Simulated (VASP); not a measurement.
# Ti (I4/mmm) in VASP: further runs

The runs below take Ti through single point, with r2SCAN.

Everything below comes from runs of VASP 6.6.1. Logs are shortened: lines on timing, memory, paths and dates and some standing lists are left out, and cuts for length are marked.

**1. The cell of the first run**

Symmetry: I4/mmm, No. 139, tetragonal system. The conventional cell has a = 2.871 Å, b = 2.871 Å, c = 3.735 Å, α = 90.00°, β = 90.00°, γ = 90.00°. Ti (site symmetry 4/mmm) has 14 Ti at 2.76 to 3.74 Å within 3.8 Å.

**2. Single point, r2SCAN (strain +0.000 along x and y, -0.080 along z)**

POSCAR

```
Ti
1.0
    0.0000000000      2.0300000000      1.8676000000
    2.0300000000      0.0000000000      1.8676000000
    2.0300000000      2.0300000000      0.0000000000
Ti
1
Direct
    0.0000000000      0.0000000000      0.0000000000
```

INCAR.step1

```
  PREC = Accurate
  ENCUT = 520
  ISMEAR = 0
  SIGMA = 0.15
  LREAL = False
  LASPH = True
  NELM = 60
  NBANDS = 12
  GGA = PE
  ALGO = Normal
  EDIFF = 1E-4
  LWAVE = True
  LCHARG = False
```

INCAR.step2

```
  PREC = Accurate
  ENCUT = 520
  EDIFF = 1E-6
  ISMEAR = 0
  SIGMA = 0.15
  LREAL = False
  LASPH = True
  NELM = 60
  ALGO = Normal
  ISIF = 2
  LWAVE = False
  LCHARG = False
  METAGGA = R2SCAN
  LMIXTAU = True
  NBANDS = 12
  ISTART = 1
```

KPOINTS

```
Automatic mesh
0
Gamma
  20 20 20
```

Potentials or basis: VASP PAW PBE potentials, release 64 (Ti_sv).

Launch:

```console
$ cat potpaw_PBE.64/Ti_sv/POTCAR > POTCAR
$ cp INCAR.step1 INCAR
$ mpirun -np 1 vasp_std > vasp.out
$ cp INCAR.step2 INCAR
$ mpirun -np 1 vasp_std > vasp.out
```

OUTCAR:

```text
PREC = Accurate
   ENCUT = 520
   EDIFF = 1E-6
   ISMEAR = 0
   LREAL = False
   LASPH = True
   NELM = 60
   ISIF = 2
   METAGGA = R2SCAN
   ISTART = 1

 ion  position               nearest neighbor table
   1  0.000  0.000  0.000-

  LATTYP: Found a body centered tetragonal cell.
 ALAT       =     2.8708535316
 C/A-ratio  =     1.3010764774

  Lattice vectors:

 A1 = (   0.0000000000,  -2.0300000000,  -1.8676000000)
 A2 = (   0.0000000000,   2.0300000000,  -1.8676000000)
 A3 = (   2.0300000000,   0.0000000000,   1.8676000000)

Analysis of symmetry for initial positions (statically):
=====================================================================
 Subroutine PRICEL returns:
 Original cell was already a primitive cell.

 Routine SETGRP: Setting up the symmetry group for a
 body centered tetragonal supercell.

 Subroutine GETGRP returns: Found 16 space group operations
 (whereof 16 operations were pure point group operations)
 out of a pool of 16 trial point group operations.

The static configuration has the point symmetry D_4h.

Analysis of symmetry for dynamics (positions and initial velocities):
=====================================================================
 Subroutine PRICEL returns:
 Original cell was already a primitive cell.

 Routine SETGRP: Setting up the symmetry group for a
 body centered tetragonal supercell.

 Subroutine GETGRP returns: Found 16 space group operations
 (whereof 16 operations were pure point group operations)
 out of a pool of 16 trial point group operations.

The dynamic configuration has the point symmetry D_4h.

 Subroutine INISYM returns: Found 16 space group operations
 (whereof 16 operations are pure point group operations),
 and found     1 'primitive' translations

----------------------------------------------------------------------------------------

                                     Primitive cell

  volume of cell :      15.3924

  direct lattice vectors                    reciprocal lattice vectors
     0.000000000  2.030000000  1.867600000    -0.246305419  0.246305419  0.267723281
     2.030000000  0.000000000  1.867600000     0.246305419 -0.246305419  0.267723281
     2.030000000  2.030000000  0.000000000     0.246305419  0.246305419 -0.267723281

  length of vectors
     2.758410731  2.758410731  2.870853532     0.439327297  0.439327297  0.439327297

  position of ions in fractional coordinates (direct lattice)
     0.000000000  0.000000000  0.000000000

  ion indices of the primitive-cell ions
   primitive index   ion index
                 1           1

----------------------------------------------------------------------------------------

 KPOINTS: Automatic mesh

Automatic generation of k-mesh.
 Grid dimensions read from file:
 generate k-points for:   20   20   20

 Generating k-lattice:

  Cartesian coordinates                     Fractional coordinates (reciprocal lattice)
    -0.012315271  0.012315271  0.013386164     0.050000000  0.000000000  0.000000000
     0.012315271 -0.012315271  0.013386164     0.000000000  0.050000000  0.000000000
     0.012315271  0.012315271 -0.013386164     0.000000000  0.000000000  0.050000000

  Length of vectors
     0.021966365  0.021966365  0.021966365

  Shift w.r.t. Gamma in fractional coordinates (k-lattice)
     0.000000000  0.000000000  0.000000000

 Subroutine IBZKPT returns following result:
 ===========================================

 Found    641 irreducible k-points:

 Following reciprocal coordinates:
            Coordinates               Weight
  0.000000  0.000000  0.000000      1.000000
  0.050000  0.000000  0.000000      8.000000
  0.100000 -0.000000  0.000000      8.000000
  0.150000  0.000000  0.000000      8.000000
  0.200000 -0.000000  0.000000      8.000000
  0.250000  0.000000  0.000000      8.000000
[... 16 lines left out ...]
 -0.400000  0.050000  0.000000      8.000000
 -0.350000  0.050000  0.000000      8.000000
 [... further k-points ...]
   k-points           NKPTS =    641   k-points in BZ     NKDIM =    641   number of bands    NBANDS=     12
   number of dos      NEDOS =    301   number of ions     NIONS =      1
   total plane-waves  NPLWV =  13824
   dimension x,y,z NGX =    24 NGY =   24 NGZ =   24
   dimension x,y,z NGXF=    48 NGYF=   48 NGZF=   48
   ions per type =               1
   NGX,Y,Z   is equivalent  to a cutoff of  14.46, 14.46, 13.90 a.u.
   NGXF,Y,Z  is equivalent  to a cutoff of  28.93, 28.93, 27.80 a.u.
 SYSTEM =  unknown system
   PREC   = accura    normal or accurate (medium, high low for compatibility)
   ISTART =      1    job   : 0-new  1-cont  2-samecut
   ICHARG =      0    charge: 1-file 2-atom 10-const
   ISPIN  =      1    spin polarized calculation?
   LNONCOLLINEAR =      F non collinear calculations
   LSORBIT =      F    spin-orbit coupling
   LASPH  =      T    aspherical Exc in radial PAW
   ENCUT  =  520.0 eV  38.22 Ry    6.18 a.u.   5.13  5.13  5.34*2*pi/ulx,y,z
   NELM   =     60;   NELMIN=  2; NELMDL=  0     # of ELM steps
   EDIFF  = 0.1E-05   stopping-criterion for ELM
   LREAL  =      F    real-space projection
   EDIFFG = 0.1E-04   stopping-criterion for IOM
   NSW    =      0    number of steps for IOM
   IBRION =     -1    ionic relax: 0-MD 1-quasi-New 2-CG
   NFREE  =      0    steps in history (QN), initial steepest desc. (CG)
   ISIF   =      2    stress and relaxation
   ISYM   =      2    0-nonsym 1-usesym 2-fastsym
   POTIM  = 0.5000    time-step for ionic-motion
   TEBEG  =    0.0;   TEEND  =   0.0 temperature during run
   PSTRESS=    0.0 pullay stress
   NELECT =      12.0000    total number of electrons
   NUPDOWN=      -1.0000    fix difference up-down
   EMIN   =  10.00;   EMAX   =-10.00  energy-range for DOS
   EFERMI =   0.00;   METHOD = LEGACY
   ISMEAR =     0;   SIGMA  =   0.15  broadening in eV -4-tet -1-fermi 0-gaus
   EFERMI_NEDOS =   21; number of points for ismear=-14 and -15
   IALGO  =     38    algorithm
   IMIX   =      4    mixing-type and parameters
     AMIX     =   0.40;   BMIX     =  1.00
     AMIX_MAG =   1.60;   BMIX_MAG =  1.00
  volume/ion in A,a.u.               =      15.39       103.87
  Fermi-wavevector in a.u.,A,eV,Ry     =   1.506722  2.847293 30.888118  2.270213
  Thomas-Fermi vector in A             =   2.617403
   LORBIT       =      0    0 simple, 1 ext, 2 COOP (PROOUT), +10 PAW based schemes
   METAGGA = R2SCAN    functional components
   LHFCALC =     F    Hartree Fock is set to
   AEXX    =    0.0000 exact exchange contribution
   IVDW    =     0    specifies the selected vdW correction
   LEPSILON=     F    determine dielectric tensor
   LRPA    =     F    only Hartree local field effects (RPA)
 non-spin polarized calculation
 Gauss-broadening in eV      SIGMA  =   0.15
  energy-cutoff  :      520.00
  volume of cell :       15.39
 maximum number of plane-waves:       431
 NGX is ok and might be reduce to    24
   NGX = 11   NGY = 11   NGZ = 11

 number of electron      11.9999999 magnetization

 Free energy of the ion-electron system (eV)
  ---------------------------------------------------
  ext. energy  EPLUGINS =         0.00000000
  ---------------------------------------------------
  free energy    TOTEN  =       -12.78208634 eV

  energy without entropy =      -12.76532876  energy(sigma->0) =      -12.77370755

 E-fermi :   9.5861     XC(G=0): -13.0426

 val. band max:        9.5841349974   @ k =  -0.2500   0.2500   0.0000
 cond. band min:       9.5862379473   @ k =  -0.2000   0.1000   0.0500
 fundamental gap:      0.0021029498
 Fermi energy:         9.5860978060

 k-point     1 :       0.0000    0.0000    0.0000
  band No.  band energies     occupation
      1     -49.2353      2.00000
      2     -23.8697      2.00000
      3     -23.8697      2.00000
      4     -23.8656      2.00000
      5       2.8891      2.00000
      6      10.4874      0.00000
      7      10.4874      0.00000
      8      11.1722      0.00000
      9      12.3098      0.00000
     10      13.1131      0.00000
     11      26.1667      0.00000
     12      30.7070      0.00000

 k-point     2 :       0.0500    0.0000    0.0000
  band No.  band energies     occupation
      1     -49.2302      2.00000
      2     -23.8947      2.00000
      3     -23.8741      2.00000
      4     -23.8688      2.00000
      5       2.9841      2.00000
      6      10.4633      0.00000
      7      10.5215      0.00000
      8      11.1646      0.00000
      9      12.2934      0.00000
     10      13.0807      0.00000
     11      26.2656      0.00000
     12      30.2969      0.00000

 k-point     3 :       0.1000   -0.0000    0.0000
  band No.  band energies     occupation
      1     -49.2155      2.00000
      2     -23.9709      2.00000
      3     -23.8870      2.00000
      4     -23.8742      2.00000
      5       3.2625      2.00000
      6      10.3617      0.00000
      7      10.6078      0.00000
      8      11.1785      0.00000
      9      12.2630      0.00000
     10      12.9962      0.00000
     11      26.5033      0.00000
     12      29.1814      0.00000

 k-point     4 :       0.1500    0.0000    0.0000
  band No.  band energies     occupation
      1     -49.1926      2.00000
      2     -24.0887      2.00000
      3     -23.9071      2.00000
      4     -23.8823      2.00000
      5       3.7053      2.00000
      6      10.1607      0.00000
      7      10.6967      0.00000
      8      11.2508      0.00000
      9      12.2761      0.00000
     10      12.8972      0.00000
     11      26.6274      0.00000
     12      27.9053      0.00000

 k-point     5 :       0.2000   -0.0000    0.0000
  band No.  band energies     occupation
      1     -49.1636      2.00000
      2     -24.2352      2.00000
      3     -23.9322      2.00000
      4     -23.8925      2.00000
      5       4.2782      2.00000
      6       9.9093      0.00231
      7      10.7185      0.00000
      8      11.3405      0.00000
      9      12.4090      0.00000
     10      12.8445      0.00000
     11      25.8440      0.00000
     12      27.3274      0.00000
[... 228 lines left out ...]
      1     -49.0225      2.00000
      2     -24.8886      2.00000
      3     -24.0550      2.00000
      4     -23.9567      2.00000
      5       6.6644      2.00000
      6      10.2001      0.00000
      7      10.2037      0.00000
      8      11.0472      0.00000
      9      13.9468      0.00000
     10      14.1973      0.00000
     11      19.6157      0.00000
     12      25.3064      0.00000

 k-point    22 :      -0.4500    0.0500    0.0000
  band No.  band energies     occupation
      1     -49.0252      2.00000
      2     -24.8756      2.00000
      3     -24.0488      2.00000
      4     -23.9612      2.00000
      5       6.6470      2.00000
      6      10.1368      0.00000
      7      10.2120      0.00000
      8      11.0656      0.00000
      9      13.9740      0.00000
     10      14.0782      0.00000
     11      19.7607      0.00000
     12      25.3629      0.00000

 k-point    23 :      -0.4000    0.0500    0.0000
  band No.  band energies     occupation
      1     -49.0380      2.00000
      2     -24.8164      2.00000
      3     -24.0345      2.00000
      4     -23.9618      2.00000
      5       6.5317      2.00000
      6       9.9168      0.00182
      7      10.2762      0.00000
      8      11.0633      0.00000
      9      13.7959      0.00000
     10      13.8696      0.00000
     11      20.4520      0.00000
     12      25.6165      0.00000

 k-point    24 :      -0.3500    0.0500    0.0000
  band No.  band energies     occupation
      1     -49.0596      2.00000
      2     -24.7162      2.00000
      3     -24.0134      2.00000
      4     -23.9584      2.00000
      5       6.2564      2.00000
      6       9.6746      0.40408
      7      10.3896      0.00000
      8      11.0957      0.00000
      9      13.4004      0.00000
     10      13.6770      0.00000
     11      21.5203      0.00000
     12      26.0387      0.00000

 [... further k-points ...]
[... 5 lines left out ...]
  --------------------------------------------------------------------------------------
  -------------------------------------------------------------------------------------
  Total        1.5242851      1.5242851      1.7685219      0.0000000     -0.0000000     -0.0000000
  in kB      158.6612473    158.6612473    184.0836001      0.0000000     -0.0000000     -0.0000000
  external PRESSURE =     167.1353649 kB  Pullay stress =       0.0000000 kB

 VOLUME and BASIS-vectors are now :
 -----------------------------------------------------------------------------
  energy-cutoff  :      520.00
  volume of cell :       15.39
      direct lattice vectors                 reciprocal lattice vectors
     0.000000000  2.030000000  1.867600000    -0.246305419  0.246305419  0.267723281
     2.030000000  0.000000000  1.867600000     0.246305419 -0.246305419  0.267723281
     2.030000000  2.030000000  0.000000000     0.246305419  0.246305419 -0.267723281

 POSITION                                       TOTAL-FORCE (eV/Angst)
 -----------------------------------------------------------------------------------
      0.00000      0.00000      0.00000         0.000000      0.000000     -0.000000
 -----------------------------------------------------------------------------------
    total drift:                                0.000000      0.000000      0.000000

  FREE ENERGIE OF THE ION-ELECTRON SYSTEM (eV)
  ---------------------------------------------------
  free  energy   TOTEN  =       -12.7820863396 eV

  energy  without entropy=      -12.7653287627  energy(sigma->0) =      -12.77370755
```

Wall time 7.2 min (1 thread of Intel Xeon Platinum 8259CL at 2.50GHz (Skylake/Cascade Lake), shared host); peak memory 0.24 GiB.

Results:

```
Free energy            : -12.7821 eV
Pressure               : 16.7 GPa
Band gap on the k mesh : zero (bands 6 and 7 overlap by 1.72 eV)
```

Levels at points of the mesh, in eV from the Fermi level:
| k point | band 2 | band 3 | band 4 | band 5 | band 6 | band 7 | band 8 | band 9 | band 10 | band 11 |
| --- | --- | --- | --- | --- | --- | --- | --- | --- | --- | --- |
| (0.00, 0.00, 0.00) | -33.46 | -33.46 | -33.45 | -6.70 | 0.90 | 0.90 | 1.59 | 2.72 | 3.53 | 16.58 |
| (0.50, 0.00, 0.00) | -34.48 | -33.63 | -33.53 | -2.99 | 0.55 | 0.85 | 1.45 | 4.21 | 4.61 | 10.03 |
| (0.50, 0.50, 0.00) | -34.39 | -33.89 | -33.89 | -3.14 | -2.35 | 4.46 | 4.72 | 4.72 | 4.78 | 12.64 |
| (0.50, 0.00, 0.50) | -34.42 | -33.83 | -33.69 | -3.11 | -1.98 | 2.88 | 4.41 | 4.42 | 4.94 | 12.04 |

Caveat: the cell differs from its parent crystal (strain +0.000 along x and y, -0.080 along z); the cell stands under pressure; the PAW data sets were made with another functional, which shifts forces and pressure a little.

**3. Single point, r2SCAN (strain -0.040 along x and y, +0.080 along z)**

POSCAR

```
Ti
1.0
    0.0000000000      1.9488000000      2.1924000000
    1.9488000000      0.0000000000      2.1924000000
    1.9488000000      1.9488000000      0.0000000000
Ti
1
Direct
    0.0000000000      0.0000000000      0.0000000000
```

INCAR.step1

```
SYSTEM = Ti
PREC = Accurate
ENCUT = 520
ISMEAR = 0
SIGMA = 0.15
LREAL = .FALSE.
LASPH = .TRUE.
NELM = 60
NBANDS = 12
GGA = PE
ALGO = Normal
EDIFF = 1E-4
LWAVE = .TRUE.
LCHARG = .FALSE.
```

INCAR.step2

```
SYSTEM = Ti
PREC = Accurate
ENCUT = 520
EDIFF = 1E-6
ISMEAR = 0
SIGMA = 0.15
LREAL = .FALSE.
LASPH = .TRUE.
NELM = 60
ALGO = Normal
ISIF = 2
LWAVE = .FALSE.
LCHARG = .TRUE.
METAGGA = R2SCAN
LMIXTAU = .TRUE.
LELF = .TRUE.
LVHAR = .TRUE.
NBANDS = 12
ISTART = 1
```

KPOINTS

```
regular mesh
0
G
  20 20 20
  0 0 0
```

Potentials or basis: VASP PAW PBE potentials, release 64 (Ti_sv).

Launch:

```console
$ cat potpaw_PBE.64/Ti_sv/POTCAR > POTCAR
$ cp INCAR.step1 INCAR
$ mpirun -np 1 vasp_std > vasp.out
$ cp INCAR.step2 INCAR
$ mpirun -np 1 vasp_std > vasp.out
```

It took 5.3 min on 1 thread of Intel Xeon Platinum 8259CL at 2.50GHz (Skylake/Cascade Lake), shared host; peak memory 0.24 GiB.

Results (log left out):

* Free energy: -12.8611 eV
* Pressure: 5.0 GPa
* Band gap on the k mesh: zero (bands 6 and 7 overlap by 1.35 eV)

Stress tensor (GPa, compression positive):
```
6.11 0.00 0.00
0.00 6.11 0.00
0.00 0.00 2.72
```

Levels at points of the mesh, in eV from the Fermi level:
```csv
k point,band 4,band 5,band 6,band 7,band 8,band 9
"(0.00, 0.00, 0.00)",-33.69,-6.51,0.43,1.48,1.48,2.26
"(0.50, 0.00, 0.00)",-33.73,-2.76,0.48,0.65,1.52,3.85
"(0.50, 0.50, 0.00)",-33.87,-2.77,-1.65,1.56,4.17,4.27
"(0.50, 0.00, 0.50)",-33.91,-2.79,-1.87,3.86,3.92,3.98
```

Caveat: the cell differs from its parent crystal (strain -0.040 along x and y, +0.080 along z); the cell stands under pressure; the PAW data sets were made with another functional, which shifts forces and pressure a little.

**4. Single point, r2SCAN (strain +0.040 along x and y, -0.080 along z)**

POSCAR

```
Ti
1.0
    0.0000000000      2.1112000000      1.8676000000
    2.1112000000      0.0000000000      1.8676000000
    2.1112000000      2.1112000000      0.0000000000
Ti
1
Direct
    0.0000000000      0.0000000000      0.0000000000
```

Changes to INCAR.step1 since step 3:

```diff
@@ -7,3 +7,3 @@
 LASPH = .TRUE.
-NELM = 60
+NELM = 80
 NBANDS = 12
```

INCAR.step2

```
SYSTEM = Ti
PREC = Accurate
ENCUT = 520
EDIFF = 1E-6
ISMEAR = 0
SIGMA = 0.15
LREAL = .FALSE.
LASPH = .TRUE.
NELM = 80
ALGO = Normal
ISIF = 2
LWAVE = .FALSE.
LCHARG = .FALSE.
METAGGA = R2SCAN
LMIXTAU = .TRUE.
NBANDS = 12
ISTART = 1
```

KPOINTS

```
Automatic mesh
0
G
  20 20 20
  0 0 0
```

Launch:

```console
$ cat potpaw_PBE.64/Ti_sv/POTCAR > POTCAR
$ cp INCAR.step1 INCAR
$ mpirun -np 1 vasp_std > vasp.out
$ cp INCAR.step2 INCAR
$ mpirun -np 1 vasp_std > vasp.out
```

It took 6.2 min on 1 thread of Intel Xeon Platinum 8259CL at 2.50GHz (Skylake/Cascade Lake), shared host; peak memory 0.25 GiB.

Results (log left out):

```yaml
Free_energy: -12.8592 eV
Pressure: 5.3 GPa
Band_gap_on_the_k_mesh: zero (bands 6 and 7 overlap by 1.57 eV)
```

Stress tensor (GPa, compression positive):
```
4.16 0.00 0.00
0.00 4.16 0.00
0.00 0.00 7.51
```

Levels at points of the mesh, in eV from the Fermi level:
```csv
k point,band 3,band 4,band 5,band 6,band 7,band 8,band 9,band 10
"(0.00, 0.00, 0.00)",-33.70,-33.69,-6.53,0.84,0.84,1.73,2.33,3.34
"(0.50, 0.00, 0.00)",-33.86,-33.73,-2.78,0.40,0.64,1.62,3.76,4.31
"(0.50, 0.50, 0.00)",-34.07,-34.07,-2.76,-2.14,4.10,4.31,4.31,4.90
"(0.50, 0.00, 0.50)",-33.99,-33.85,-2.79,-1.61,2.25,3.92,3.97,4.57
```

Caveat: the cell differs from its parent crystal (strain +0.040 along x and y, -0.080 along z); the cell stands under pressure; the PAW data sets were made with another functional, which shifts forces and pressure a little.

**5. Overview**

```csv
cell,gap on the mesh (eV),pressure (GPa)
"a = 2.758, b = 2.758, c = 2.871 Å, angles 58.6, 58.6, 62.7°, 1 atom",none,16.7
"a = 2.933, b = 2.933, c = 2.756 Å, angles 62.0, 62.0, 56.0°, 1 atom",none,5.0
"a = 2.819, b = 2.819, c = 2.986 Å, angles 58.0, 58.0, 64.0°, 1 atom",none,5.3
```

Alike in all rows: task single point; level r2SCAN; potentials or basis VASP PAW PBE potentials, release 64 (Ti_sv); no spin polarisation; k mesh 20 × 20 × 20; cutoff (eV) 520; smearing gaussian 0.15 eV.

Caveats: the cell stands under pressure; the PAW data sets were made with another functional, which shifts forces and pressure a little.

Absolute energies hang on the potentials; compare differences alone.
